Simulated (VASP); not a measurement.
Set up this calculation in VASP 6.6.1, as the native input.

```yaml
Task: single point
Functional: LDA
Potentials_or_basis: VASP PAW LDA potentials, release 64 (Sn_d)
Cutoff: 520 eV
k_mesh: 11 × 11 × 11
Occupations: fermi-dirac, width 0.05 eV
Spin: no spin polarisation
Dipole_correction: no
Further_INCAR_settings: ALGO = Normal; EDIFF = 1e-06; NBANDS = 13
```

The structure of Sn lies in POSCAR:

```
Sn
1.0
   -1.8603520953      1.8603520953      1.8603520953
    1.8603520953     -1.8603520953      1.8603520953
    1.8603520953      1.8603520953     -1.8603520953
Sn
1
Direct
    0.0000000000      0.0000000000      0.0000000000
```

These files were run (other wordings do the same):

INCAR

```
PREC = Accurate
ENCUT = 520
EDIFF = 1E-6
ISMEAR = -1
SIGMA = 0.05
LREAL = F
LASPH = T
NELM = 60
ALGO = Normal
ISIF = 2
LWAVE = F
LCHARG = F
NBANDS = 13
```

KPOINTS

```
Automatic mesh
0
Gamma
  11 11 11
```

Potentials or basis: VASP PAW LDA potentials, release 64 (Sn_d).

Command:

```sh
$ cat potpaw_LDA.64/Sn_d/POTCAR > POTCAR
$ mpirun -np 1 vasp_std > vasp.out
```

It gave:

- Pressure: -0.2 GPa
- Band gap on the k mesh: zero (band 7 reaches 16.83 eV, above the bottom of band 8 at 5.96 eV)

Caveat: spin-orbit coupling is left out, which moves the levels of the heavy elements.

Wall time 14 s on 1 thread of Intel Xeon 8259CL, on a shared host, peak memory 0.13 GiB.
